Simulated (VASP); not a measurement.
A run of VASP 6.6.1:

The input INCAR:

```
SYSTEM = Si5Ni
  PREC = Accurate
  ENCUT = 520
  EDIFF = 1E-6
  ISMEAR = -1
  SIGMA = 0.05
  LREAL = Auto
  LASPH = .True.
  NELM = 100
  ALGO = Normal
  ISIF = 2
  LWAVE = .False.
  LCHARG = .True.
  GGA = PE
  LELF = .True.
  LVHAR = .True.
  NBANDS = 78
  ISYM = 0
```

File KPOINTS:

```
Automatic mesh
0
Gamma
  1 1 1
  0.25 0.25 0.25
```

Contents of POSCAR:

```
Si5Ni
1.0
    7.1614510000     -0.0505580000     -0.0272950000
   -0.0505580000      7.1365650000     -0.2213880000
   -0.0272950000     -0.2213880000      7.0643700000
Si Ni
20 4
Direct
    0.7139841654      0.3950282266      0.8087114218
    0.3445950630      0.3511799933      0.8801868756
    0.8229351894      0.8804896134      0.4420311862
    0.4524013360      0.6282921422      0.1620738488
    0.7777213520      0.5017420707      0.1290081887
    0.8714087202      0.2199898764      0.4575784139
    0.9178353825      0.8417904625      0.0711440119
    0.4615269239      0.1279134647      0.5916981817
    0.7623592526      0.8227845964      0.7882061998
    0.7787485258      0.1548502106      0.1458689054
    0.9293330170      0.1226103866      0.7854525758
    0.1238807709      0.1531359308      0.1614150707
    0.1522186504      0.6671524294      0.7264522314
    0.1908842145      0.3098270865      0.5616673792
    0.4468604010      0.7934097284      0.8690476925
    0.5321320627      0.9264016688      0.3182882206
    0.1805731793      0.9333956434      0.4614896077
    0.4636834431      0.5470256253      0.6159639357
    0.8407890039      0.5716253743      0.5118526258
    0.1356009507      0.5128149357      0.0928253051
    0.2046997622      0.5833340150      0.4028985502
    0.5652104008      0.1045408388      0.8929552819
    0.2440087930      0.8624643533      0.1548833765
    0.2200267029      0.0085539196      0.8208823100
```

Potentials or basis: VASP PAW PBE potentials, release 64 (Si, Ni).

Launch:

```bash
$ cat potpaw_PBE.64/Si/POTCAR potpaw_PBE.64/Ni/POTCAR > POTCAR
$ mpirun -np 1 vasp_std > vasp.out
```

Hardware: 1 thread of AMD EPYC 9R45 96-Core Processor (Zen 5) (shared host).

Question: How long does it take, and how much memory?

Answer: It took 53 s on 1 thread of AMD EPYC 9R45 96-Core Processor (Zen 5), on a shared host, peak memory 0.34 GiB. Counts: scf iterations 21, k points 1.
